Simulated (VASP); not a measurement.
Set up this calculation in VASP 6.6.1, as the native input.

```
Task                   : single point
Functional             : LDA
Potentials or basis    : VASP PAW LDA potentials, release 64 (Sc_sv)
Cutoff                 : 520 eV
k mesh                 : 8 × 8 × 8
Occupations            : fermi-dirac, width 0.05 eV
Spin                   : no spin polarisation
Dipole correction      : no
Further INCAR settings : ALGO = Normal; EDIFF = 1e-07; NBANDS = 18
```

The structure of Sc lies in POSCAR:

```
Sc
1.0
    0.0000000000      3.1385914680      3.1385914680
    3.1385914680      0.0000000000      3.1385914680
    3.1385914680      3.1385914680      0.0000000000
Sc
2
Direct
   -0.2825000000     -0.0725000000     -0.0725000000
    0.2825000000      0.0725000000      0.0725000000
```

This cell differs from its parent crystal: shortest bond scaled by 0.58, partial waves polarizable.

One way to write it, as run:

INCAR

```
PREC = Accurate ; ENCUT = 520
EDIFF = 1E-7 ; ISMEAR = -1
SIGMA = 0.05 ; LREAL = False
LASPH = True ; NELM = 80
ALGO = Normal ; ISIF = 2
LWAVE = False ; LCHARG = False
NBANDS = 18
```

KPOINTS

```
Automatic mesh
0
Gamma
  8 8 8
```

Potentials or basis: VASP PAW LDA potentials, release 64 (Sc_sv).

Run with:

```console
$ cat potpaw_LDA.64/Sc_sv/POTCAR > POTCAR
$ mpirun -np 1 vasp_std > vasp.out
```

Results of the run:

```
Pressure               : 43.1 GPa
Largest force          : 37.585 eV/Å
Band gap on the k mesh : zero (band 11 reaches 1.71 eV, above the bottom of band 12 at 1.01 eV)
```

Caveat: the cell differs from its parent crystal (shortest bond scaled by 0.58, partial waves polarizable); forces of over 1 eV/Å act on the atoms, so gaps and moduli don't describe the material at rest.

It took 2 min on 1 thread of Intel Xeon 8259CL, with other jobs on the host, peak memory 0.2 GiB.
